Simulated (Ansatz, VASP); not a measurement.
**NbAs: VASP beside Ansatz**

```
Nb As
1.0
    -1.70252    1.70252    5.76107
     1.70252   -1.70252    5.76107
     1.70252    1.70252   -5.76107
Nb As
2 2
Direct
  0.75000 0.75000 0.00000
  0.50000 0.00000 0.50000
  0.16600 0.16600 0.00000
  0.91600 0.41600 0.50000
```

Change from the starting cell: volume scaled by 0.96.

Alike in both runs: task single point; functional LDA; k mesh 15 × 15 × 15; occupations fermi-dirac, width 0.08 eV; no spin polarisation.

```csv
,VASP,Ansatz
version,VASP 6.6.1,Ansatz 0.2.0
potentials or method,"VASP PAW LDA potentials, release 64 (Nb_sv, As), cutoff 520 eV","all-electron LAPW, scalar-relativistic"
```

|  | VASP | Ansatz | Ansatz less VASP |
| --- | --- | --- | --- |
| pressure (GPa) | 2.1 | 1.7 | -0.39 |
| traceless stress, the component that is largest in VASP (GPa) | 0.41 | 0.48 | +0.077 |
| rms of the force components (eV/Å) | 0.190 | 0.188 | -0.0026 |

LDA's correlation is that of Perdew and Zunger in VASP and of Perdew and Wang (1992) in Ansatz. Atom by atom the forces differ by 0.003 eV/Å (rms over components). Ansatz ran all-electron here, and VASP with PAW potentials.
